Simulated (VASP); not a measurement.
A run of VASP 6.6.1 is set up as follows.

File INCAR:

```
SYSTEM = CuW
  PREC = Accurate
  ENCUT = 600
  EDIFF = 1E-6
  ISMEAR = 0
  SIGMA = 0.1
  LREAL = .FALSE.
  LASPH = .TRUE.
  NELM = 80
  ALGO = Normal
  ISIF = 3
  LWAVE = .FALSE.
  LCHARG = .FALSE.
  GGA = PE
  IBRION = 2
  NSW = 90
  EDIFFG = -0.04
```

Contents of KPOINTS:

```
Automatic mesh
0
G
  6 6 6
  0 0 0
```

The input POSCAR:

```
CuW
1.0
    0.0000000000      2.5715052300      2.5715052300
    2.5715052300      0.0000000000      2.5715052300
    2.5715052300      2.5715052300      0.0000000000
Cu W
1 1
Direct
    0.0000000000      0.0000000000      0.0000000000
    0.2500000000      0.2500000000      0.2500000000
```

Potentials or basis: VASP PAW PBE potentials, release 64 (Cu, W_sv).

Launch:

```sh
$ cat potpaw_PBE.64/Cu/POTCAR potpaw_PBE.64/W_sv/POTCAR > POTCAR
$ mpirun -np 1 vasp_std > vasp.out
```

Problem. What does it give for the relaxed cell?

Solution. a = 3.842 Å, b = 3.842 Å, c = 3.842 Å, α = 60.00°, β = 60.00°, γ = 60.00°.

Problem. Estimate the space group after relaxing (to 0.05 Å).

Solution. F-43m (No. 216).

Problem. Predict the relaxed volume.

Solution. 20.05 Å³/atom.

The path:
```
step  energy change (eV)  largest force (eV/Å)  pressure (GPa)  volume (Å³)
   1              0.0000                0.0000           29.08        34.01
   2              0.2790                0.0000          -16.56        51.57
   3             -0.4735                0.0000           -1.16        40.54
   4             -0.4750                0.0000           -0.32        40.23
   5             -0.4750                0.0000            0.08        40.10
```

Caveat: the volume moved by over 15 % at a fixed basis, so the end points are rough.
